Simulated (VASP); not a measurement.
# Si (P6_3/mmc) in VASP: a series of runs

Si is run at these levels: r2SCAN; tasks: single point, relaxation of shape and atoms at fixed volume.

Everything below comes from runs of VASP 6.6.1. Logs are shortened: lines on timing, memory, paths and dates and some standing lists are left out, and cuts for length are marked.

### 1 The cell of the first run

It takes space group P6_3/mmc (No. 194, hexagonal). The conventional cell has a = 3.789 Å, b = 3.789 Å, c = 6.627 Å, α = 90.00°, β = 90.00°, γ = 120.00°. Si (site symmetry 3m) has 4 Si at 2.35 to 2.46 Å within 3.1 Å.

This isn't the form of Si at room conditions, which is diamond.

### 2 Single point, r2SCAN (uniaxial strain along c: +4.5 %)

Input file POSCAR:

```
Si
1.0
    3.7887993917      0.0000000000      0.0000000000
   -1.8943996958      3.2811965230      0.0000000000
    0.0000000000      0.0000000000      6.6272018117
Si
4
Direct
    0.3333333336      0.6666666664      0.0647588095
    0.6666666664      0.3333333336      0.5647588095
    0.3333333336      0.6666666664      0.4352411905
    0.6666666664      0.3333333336      0.9352411905
```

Input file INCAR.step1:

```
SYSTEM = Si
PREC = Accurate
ENCUT = 520
ISMEAR = 0
SIGMA = 0.02
LREAL = .FALSE.
LASPH = .TRUE.
NELM = 60
NBANDS = 16
GGA = PE
ALGO = Normal
EDIFF = 1E-4
LWAVE = .TRUE.
LCHARG = .FALSE.
```

Input file INCAR.step2:

```
SYSTEM = Si
PREC = Accurate
ENCUT = 520
EDIFF = 1E-7
ISMEAR = 0
SIGMA = 0.02
LREAL = .FALSE.
LASPH = .TRUE.
NELM = 60
ALGO = Normal
ISIF = 2
LWAVE = .FALSE.
LCHARG = .FALSE.
METAGGA = R2SCAN
LMIXTAU = .TRUE.
NBANDS = 16
ISTART = 1
```

Input file KPOINTS:

```
regular mesh
0
G
  12 12 4
  0 0 0
```

Potentials or basis: VASP PAW PBE potentials, release 64 (Si).

Started as:

```
> cat potpaw_PBE.64/Si/POTCAR > POTCAR
> cp INCAR.step1 INCAR
> mpirun -np 1 vasp_std > vasp.out
> cp INCAR.step2 INCAR
> mpirun -np 1 vasp_std > vasp.out
```

OUTCAR:

```text
SYSTEM = Si
   PREC = Accurate
   ENCUT = 520
   EDIFF = 1E-7
   ISMEAR = 0
   LREAL = .FALSE.
   LASPH = .TRUE.
   NELM = 60
   ISIF = 2
   METAGGA = R2SCAN
   ISTART = 1

 ion  position               nearest neighbor table
   1  0.333  0.667  0.065-   4 2.35   4 2.35   4 2.35   3 2.46
   2  0.667  0.333  0.565-   3 2.35   3 2.35   3 2.35   4 2.46
   3  0.333  0.667  0.435-   2 2.35   2 2.35   2 2.35   1 2.46
   4  0.667  0.333  0.935-   1 2.35   1 2.35   1 2.35   2 2.46

  LATTYP: Found a hexagonal cell.
 ALAT       =     3.7887993917
 C/A-ratio  =     1.7491561644

  Lattice vectors:

 A1 = (   3.7887993917,   0.0000000000,   0.0000000000)
 A2 = (  -1.8943996958,   3.2811965230,   0.0000000000)
 A3 = (   0.0000000000,   0.0000000000,   6.6272018117)

Analysis of symmetry for initial positions (statically):
=====================================================================
 Subroutine PRICEL returns:
 Original cell was already a primitive cell.

 Routine SETGRP: Setting up the symmetry group for a
 hexagonal supercell.

 Subroutine GETGRP returns: Found 24 space group operations
 (whereof 12 operations were pure point group operations)
 out of a pool of 24 trial point group operations.

The static configuration has the point symmetry D_3d.
 The point group associated with its full space group is D_6h.

Analysis of symmetry for dynamics (positions and initial velocities):
=====================================================================
 Subroutine PRICEL returns:
 Original cell was already a primitive cell.

 Routine SETGRP: Setting up the symmetry group for a
 hexagonal supercell.

 Subroutine GETGRP returns: Found 24 space group operations
 (whereof 12 operations were pure point group operations)
 out of a pool of 24 trial point group operations.

The dynamic configuration has the point symmetry D_3d.
 The point group associated with its full space group is D_6h.

 Subroutine INISYM returns: Found 24 space group operations
 (whereof 12 operations are pure point group operations),
 and found     1 'primitive' translations

----------------------------------------------------------------------------------------

                                     Primitive cell

  volume of cell :      82.3880

  direct lattice vectors                    reciprocal lattice vectors
     3.788799392  0.000000000  0.000000000     0.263935853  0.152383436  0.000000000
    -1.894399696  3.281196523  0.000000000     0.000000000  0.304766872  0.000000000
     0.000000000  0.000000000  6.627201812     0.000000000  0.000000000  0.150893247

  length of vectors
     3.788799392  3.788799392  6.627201812     0.304766872  0.304766872  0.150893247

  position of ions in fractional coordinates (direct lattice)
     0.333333334  0.666666666  0.064758809
     0.666666666  0.333333334  0.564758809
     0.333333334  0.666666666  0.435241191
     0.666666666  0.333333334  0.935241191

  ion indices of the primitive-cell ions
   primitive index   ion index
                 1           1
                 2           2
                 3           3
                 4           4

----------------------------------------------------------------------------------------

 KPOINTS: regular mesh

Automatic generation of k-mesh.
 Grid dimensions read from file:
 generate k-points for:   12   12    4

 Generating k-lattice:

  Cartesian coordinates                     Fractional coordinates (reciprocal lattice)
     0.021994654  0.012698620  0.000000000     0.083333333 -0.000000000  0.000000000
     0.000000000  0.025397239  0.000000000     0.000000000  0.083333333  0.000000000
     0.000000000  0.000000000  0.037723312     0.000000000  0.000000000  0.250000000

  Length of vectors
     0.025397239  0.025397239  0.037723312

  Shift w.r.t. Gamma in fractional coordinates (k-lattice)
     0.000000000  0.000000000  0.000000000

 Subroutine IBZKPT returns following result:
 ===========================================

 Found     57 irreducible k-points:

 Following reciprocal coordinates:
            Coordinates               Weight
  0.000000  0.000000  0.000000      1.000000
  0.083333 -0.000000  0.000000      6.000000
  0.166667  0.000000  0.000000      6.000000
  0.250000  0.000000  0.000000      6.000000
  0.333333  0.000000  0.000000      6.000000
  0.416667 -0.000000  0.000000      6.000000
[... 16 lines left out ...]
  0.250000  0.000000  0.250000     12.000000
  0.333333  0.000000  0.250000     12.000000
 [... further k-points ...]
   k-points           NKPTS =     57   k-points in BZ     NKDIM =     57   number of bands    NBANDS=     16
   number of dos      NEDOS =    301   number of ions     NIONS =      4
   total plane-waves  NPLWV =  39200
   dimension x,y,z NGX =    28 NGY =   28 NGZ =   50
   dimension x,y,z NGXF=    56 NGYF=   56 NGZF=  100
   ions per type =               4
   NGX,Y,Z   is equivalent  to a cutoff of  12.29, 12.29, 12.54 a.u.
   NGXF,Y,Z  is equivalent  to a cutoff of  24.57, 24.57, 25.09 a.u.
 SYSTEM =  Si
   PREC   = accura    normal or accurate (medium, high low for compatibility)
   ISTART =      1    job   : 0-new  1-cont  2-samecut
   ICHARG =      0    charge: 1-file 2-atom 10-const
   ISPIN  =      1    spin polarized calculation?
   LNONCOLLINEAR =      F non collinear calculations
   LSORBIT =      F    spin-orbit coupling
   LASPH  =      T    aspherical Exc in radial PAW
   ENCUT  =  520.0 eV  38.22 Ry    6.18 a.u.   7.04  7.04 12.32*2*pi/ulx,y,z
   NELM   =     60;   NELMIN=  2; NELMDL=  0     # of ELM steps
   EDIFF  = 0.1E-06   stopping-criterion for ELM
   LREAL  =      F    real-space projection
   EDIFFG = 0.1E-05   stopping-criterion for IOM
   NSW    =      0    number of steps for IOM
   IBRION =     -1    ionic relax: 0-MD 1-quasi-New 2-CG
   NFREE  =      0    steps in history (QN), initial steepest desc. (CG)
   ISIF   =      2    stress and relaxation
   ISYM   =      2    0-nonsym 1-usesym 2-fastsym
   POTIM  = 0.5000    time-step for ionic-motion
   TEBEG  =    0.0;   TEEND  =   0.0 temperature during run
   PSTRESS=    0.0 pullay stress
   NELECT =      16.0000    total number of electrons
   NUPDOWN=      -1.0000    fix difference up-down
   EMIN   =  10.00;   EMAX   =-10.00  energy-range for DOS
   EFERMI =   0.00;   METHOD = LEGACY
   ISMEAR =     0;   SIGMA  =   0.02  broadening in eV -4-tet -1-fermi 0-gaus
   EFERMI_NEDOS =   21; number of points for ismear=-14 and -15
   IALGO  =     38    algorithm
   IMIX   =      4    mixing-type and parameters
     AMIX     =   0.40;   BMIX     =  1.00
     AMIX_MAG =   1.60;   BMIX_MAG =  1.00
  volume/ion in A,a.u.               =      20.60       139.00
  Fermi-wavevector in a.u.,A,eV,Ry     =   0.948040  1.791536 12.228650  0.898780
  Thomas-Fermi vector in A             =   2.076191
   LORBIT       =      0    0 simple, 1 ext, 2 COOP (PROOUT), +10 PAW based schemes
   METAGGA = R2SCAN    functional components
   LHFCALC =     F    Hartree Fock is set to
   AEXX    =    0.0000 exact exchange contribution
   IVDW    =     0    specifies the selected vdW correction
   LEPSILON=     F    determine dielectric tensor
   LRPA    =     F    only Hartree local field effects (RPA)
 non-spin polarized calculation
 Gauss-broadening in eV      SIGMA  =   0.02
  energy-cutoff  :      520.00
  volume of cell :       82.39
 maximum number of plane-waves:      2236
   NGX = 15   NGY = 15   NGZ = 25

 number of electron      15.9999999 magnetization

 Free energy of the ion-electron system (eV)
  ---------------------------------------------------
  ext. energy  EPLUGINS =         0.00000000
  ---------------------------------------------------
  free energy    TOTEN  =       -34.93630123 eV

  energy without entropy =      -34.93630123  energy(sigma->0) =      -34.93630123

 E-fermi :   5.8809     XC(G=0):  -9.7429

 val. band max:        5.7959744352   @ k =   0.0000   0.0000   0.0000
 cond. band min:       6.6451499421   @ k =   0.3333   0.0000   0.2500
 fundamental gap:      0.8491755069
 Fermi energy:         5.8808994016

 k-point     1 :       0.0000    0.0000    0.0000
  band No.  band energies     occupation
      1      -6.8884      2.00000
      2      -4.8758      2.00000
      3      -1.6941      2.00000
      4       4.4761      2.00000
      5       4.4761      2.00000
      6       5.1078      2.00000
[... 8 lines left out ...]
     15      10.1714      0.00000
     16      12.2904      0.00000

 k-point     2 :       0.0833   -0.0000    0.0000
  band No.  band energies     occupation
      1      -6.8007      2.00000
      2      -4.7861      2.00000
      3      -1.6417      2.00000
      4       3.7782      2.00000
      5       4.2883      2.00000
      6       5.0326      2.00000
[... 8 lines left out ...]
     15      10.6639      0.00000
     16      11.7133      0.00000

 k-point     3 :       0.1667    0.0000    0.0000
  band No.  band energies     occupation
      1      -6.5396      2.00000
      2      -4.5190      2.00000
      3      -1.5098      2.00000
      4       2.5086      2.00000
      5       3.8356      2.00000
      6       3.8739      2.00000
[... 8 lines left out ...]
     15      11.4104      0.00000
     16      12.1206      0.00000

 k-point     4 :       0.2500    0.0000    0.0000
  band No.  band energies     occupation
      1      -6.1130      2.00000
      2      -4.0809      2.00000
      3      -1.4177      2.00000
      4       1.3506      2.00000
      5       2.4213      2.00000
      6       3.4393      2.00000
[... 8 lines left out ...]
     15      12.5085      0.00000
     16      12.6492      0.00000
[... 324 lines left out ...]
 k-point    22 :       0.1667    0.0000    0.2500
  band No.  band energies     occupation
      1      -6.3531      2.00000
      2      -5.0323      2.00000
      3      -0.6514      2.00000
      4       2.6852      2.00000
      5       2.9693      2.00000
      6       4.0201      2.00000
[... 8 lines left out ...]
     15      11.5610      0.00000
     16      11.9290      0.00000

 k-point    23 :       0.2500    0.0000    0.2500
  band No.  band energies     occupation
      1      -5.9275      2.00000
      2      -4.6066      2.00000
      3      -0.6458      2.00000
      4       1.6181      2.00000
      5       1.8575      2.00000
      6       3.5878      2.00000
[... 8 lines left out ...]
     15      12.1383      0.00000
     16      12.6266      0.00000

 k-point    24 :       0.3333    0.0000    0.2500
  band No.  band energies     occupation
      1      -5.3587      2.00000
      2      -4.0432      2.00000
      3      -1.1317      2.00000
      4       0.5832      2.00000
      5       1.2736      2.00000
      6       3.2393      2.00000
[... 8 lines left out ...]
     15      13.1882      0.00000
     16      13.9967      0.00000

 [... further k-points ...]
[... 5 lines left out ...]
  --------------------------------------------------------------------------------------
  -------------------------------------------------------------------------------------
  Total        0.7548543      0.7548543     -4.7261401      0.0000000      0.0000000      0.0000000
  in kB       14.6794467     14.6794467    -91.9079590      0.0000000      0.0000000      0.0000000
  external PRESSURE =     -20.8496885 kB  Pullay stress =       0.0000000 kB

 VOLUME and BASIS-vectors are now :
 -----------------------------------------------------------------------------
  energy-cutoff  :      520.00
  volume of cell :       82.39
      direct lattice vectors                 reciprocal lattice vectors
     3.788799392  0.000000000  0.000000000     0.263935853  0.152383436  0.000000000
    -1.894399696  3.281196523  0.000000000     0.000000000  0.304766872  0.000000000
     0.000000000  0.000000000  6.627201812     0.000000000  0.000000000  0.150893247

 POSITION                                       TOTAL-FORCE (eV/Angst)
 -----------------------------------------------------------------------------------
      0.00000      2.18746      0.42917         0.000000     -0.000000      0.152380
      1.89440      1.09373      3.74277        -0.000000      0.000000      0.152380
      0.00000      2.18746      2.88443         0.000000     -0.000000     -0.152380
      1.89440      1.09373      6.19803        -0.000000      0.000000     -0.152380
 -----------------------------------------------------------------------------------
    total drift:                               -0.000000      0.000000     -0.000000

  FREE ENERGIE OF THE ION-ELECTRON SYSTEM (eV)
  ---------------------------------------------------
  free  energy   TOTEN  =       -34.9363012299 eV

  energy  without entropy=      -34.9363012299  energy(sigma->0) =      -34.93630123
```

Run time: 6.2 min. Hardware: 1 thread of Intel Xeon 8259CL, shared host; peak memory 0.22 GiB.

What came out:

| Property | Result |
| --- | --- |
| Free energy | -34.9363 eV |
| Pressure | -2.1 GPa |
| Largest force | 0.152 eV/Å |
| Band gap on the k mesh | 0.85 eV (least direct gap 1.51 eV) |

Forces on the atoms (eV/Å):
```
Si   0.000  0.000  0.152
Si   0.000  0.000  0.152
Si   0.000  0.000 -0.152
Si   0.000  0.000 -0.152
```

Caveat: the cell differs from its parent crystal (uniaxial strain along c: +4.5 %); the stress differs along the axes, from -9 to 1 GPa; the PAW data sets were made with another functional, which shifts forces and pressure a little. A k mesh can miss the band edges.

### 3 Single point, r2SCAN (uniaxial strain along c: +4.5 %, then relaxed in part)

Input file POSCAR:

```
Si
1.0
    3.8106685380      0.0000000000      0.0000000000
   -1.9053342690      3.3001357593      0.0000000000
    0.0000000000      0.0000000000      6.6272018117
Si
4
Direct
    0.3333333335      0.6666666665      0.0653618003
    0.6666666665      0.3333333335      0.5653618003
    0.3333333335      0.6666666665      0.4346381997
    0.6666666665      0.3333333335      0.9346381997
```

Input file INCAR.step1:

```
SYSTEM = Si
PREC = Accurate ; ENCUT = 520
ISMEAR = 0 ; SIGMA = 0.02
LREAL = .FALSE. ; LASPH = .TRUE.
NELM = 80 ; NBANDS = 16
GGA = PE ; ALGO = Normal
EDIFF = 1E-4 ; LWAVE = .TRUE.
LCHARG = .FALSE.
```

Input file INCAR.step2:

```
SYSTEM = Si
PREC = Accurate ; ENCUT = 520
EDIFF = 1E-7 ; ISMEAR = 0
SIGMA = 0.02 ; LREAL = .FALSE.
LASPH = .TRUE. ; NELM = 80
ALGO = Normal ; ISIF = 2
LWAVE = .FALSE. ; LCHARG = .FALSE.
METAGGA = R2SCAN ; LMIXTAU = .TRUE.
NBANDS = 16 ; ISTART = 1
```

KPOINTS is that of step 2.

Potentials or basis: VASP PAW PBE potentials, release 64 (Si).

Started as:

```
> cat potpaw_PBE.64/Si/POTCAR > POTCAR
> cp INCAR.step1 INCAR
> mpirun -np 1 vasp_std > vasp.out
> cp INCAR.step2 INCAR
> mpirun -np 1 vasp_std > vasp.out
```

It took 6 min on 1 thread of Intel Xeon 8259CL, shared host; peak memory 0.22 GiB.

It converged, with:

- Free energy: -34.9412 eV
- Pressure: -3.2 GPa
- Largest force: 0.006 eV/Å
- Band gap on the k mesh: 0.83 eV (least direct gap 1.59 eV)

Forces on the atoms (eV/Å):
```
Si   0.000  0.000 -0.006
Si   0.000  0.000 -0.006
Si   0.000  0.000  0.006
Si   0.000  0.000  0.006
```

Stress tensor (GPa, compression positive):
```
-0.19  0.00  0.00
 0.00 -0.19  0.00
 0.00  0.00 -9.17
```

Levels at points of the mesh, in eV from the valence-band top:
| k point | band 4 | band 5 | band 6 | band 7 | band 8 | band 9 | band 10 | band 11 | band 12 | band 13 |
| --- | --- | --- | --- | --- | --- | --- | --- | --- | --- | --- |
| (0.00, 0.00, 0.00) | -1.35 | -1.35 | -0.73 | 0.00 | 0.00 | 1.59 | 1.78 | 2.35 | 2.35 | 3.93 |
| (0.50, 0.00, 0.00) | -6.38 | -4.79 | -3.09 | -3.00 | -1.58 | 0.84 | 2.49 | 2.89 | 3.39 | 3.88 |
| (0.00, 0.00, 0.50) | -4.71 | -0.81 | -0.81 | -0.81 | -0.81 | 2.41 | 2.41 | 3.28 | 3.28 | 3.28 |
| (0.50, 0.00, 0.50) | -7.51 | -2.81 | -2.81 | -2.42 | -2.42 | 0.93 | 0.93 | 1.82 | 1.82 | 5.73 |

Caveat: the cell differs from its parent crystal (uniaxial strain along c: +4.5 %, then relaxed in part); the stress differs along the axes, from -9 to -0 GPa; the PAW data sets were made with another functional, which shifts forces and pressure a little.

### 4 Relaxation of shape and atoms at fixed volume, r2SCAN (21.37 Å³/atom)

This run uses another cell than the first one, of 21.37 Å³/atom.

Input file POSCAR:

```
Si
1.0
    3.9087656789      0.0000000000      0.0000000000
   -1.9543828395      3.3850903754      0.0000000000
    0.0000000000      0.0000000000      6.4605683572
Si
4
Direct
    0.3333333333      0.6666666667      0.0628884887
    0.6666666667      0.3333333333      0.5628884887
    0.3333333333      0.6666666667      0.4371115113
    0.6666666667      0.3333333333      0.9371115113
```

Input file INCAR.step1:

```
SYSTEM = Si
ALGO     = Normal         ! electronic algorithm
EDIFF    = 1E-4           ! SCF threshold, eV
ENCUT    = 600            ! plane-wave cutoff, eV
GGA      = PE             ! functional
ISMEAR   = 0              ! smearing method
LASPH    = .True.         ! aspherical terms in the spheres
LCHARG   = .False.        ! write CHGCAR
LREAL    = .False.        ! projectors in reciprocal space
LWAVE    = .True.         ! write WAVECAR
NELM     = 100            ! most SCF steps
PREC     = Accurate       ! precision mode
SIGMA    = 0.02           ! smearing width, eV
```

Input file INCAR.step2:

```
SYSTEM = Si
ALGO     = Normal         ! electronic algorithm
EDIFF    = 1E-7           ! SCF threshold, eV
EDIFFG   = -0.01          ! ionic threshold
ENCUT    = 600            ! plane-wave cutoff, eV
IBRION   = 2              ! ionic algorithm
ISIF     = 4              ! what is computed and relaxed
ISMEAR   = 0              ! smearing method
ISTART   = 1            
LASPH    = .True.         ! aspherical terms in the spheres
LCHARG   = .False.        ! write CHGCAR
LMIXTAU  = .True.       
LREAL    = .False.        ! projectors in reciprocal space
LWAVE    = .False.        ! write WAVECAR
METAGGA  = R2SCAN         ! meta-GGA
NELM     = 100            ! most SCF steps
NSW      = 50             ! ionic steps
PREC     = Accurate       ! precision mode
SIGMA    = 0.02           ! smearing width, eV
```

Input file KPOINTS:

```
k-points
0
Gamma
  12 12 6
  0 0 0
```

Started as:

```
> cat potpaw_PBE.64/Si/POTCAR > POTCAR
> cp INCAR.step1 INCAR
> mpirun -np 1 vasp_std > vasp.out
> cp INCAR.step2 INCAR
> mpirun -np 1 vasp_std > vasp.out
```

Run time: 4.1 min. Hardware: 1 thread of AMD EPYC 9R45 (Zen 5), shared host; peak memory 0.23 GiB.

The run converged. Its results:

- Free energy: -34.9623 eV
- Pressure after relaxing: -5.2 GPa
- Largest force after relaxing: 0.007 eV/Å
- Band gap on the k mesh: 0.73 eV (least direct gap 1.20 eV)

Forces on the atoms (eV/Å):
```
Si   0.000  0.000 -0.007
Si   0.000  0.000 -0.007
Si   0.000  0.000  0.007
Si   0.000  0.000  0.007
```

Final structure:
```yaml
crystal:
  lattice:
    - [3.90877, 0.00000, 0.00000]
    - [-1.95438, 3.38509, 0.00000]
    - [0.00000, 0.00000, 6.46057]
  atoms:
    - { symbol: Si, position: [0.33333, 0.66667, 0.06289] }
    - { symbol: Si, position: [0.66667, 0.33333, 0.56289] }
    - { symbol: Si, position: [0.33333, 0.66667, 0.43711] }
    - { symbol: Si, position: [0.66667, 0.33333, 0.93711] }
```

Levels at points of the mesh, in eV from the valence-band top:
| k point | band 5 | band 6 | band 7 | band 8 | band 9 | band 10 | band 11 | band 12 |
| --- | --- | --- | --- | --- | --- | --- | --- | --- |
| (0.00, 0.00, 0.00) | -1.51 | -0.32 | 0.00 | 0.00 | 1.20 | 2.21 | 2.21 | 2.47 |
| (0.50, 0.00, 0.00) | -4.57 | -3.04 | -2.87 | -1.44 | 0.73 | 2.56 | 3.31 | 3.41 |
| (0.00, 0.00, 0.50) | -0.92 | -0.92 | -0.92 | -0.92 | 1.97 | 1.97 | 3.21 | 3.21 |
| (0.50, 0.00, 0.50) | -2.44 | -2.44 | -2.40 | -2.40 | 1.15 | 1.15 | 2.02 | 2.02 |

Caveat: the relaxation stopped at its first step, so nothing moved; semilocal functionals underestimate gaps, and a narrow one can read as zero; the PAW data sets were made with another functional, which shifts forces and pressure a little.

[end of part 1 of 2]
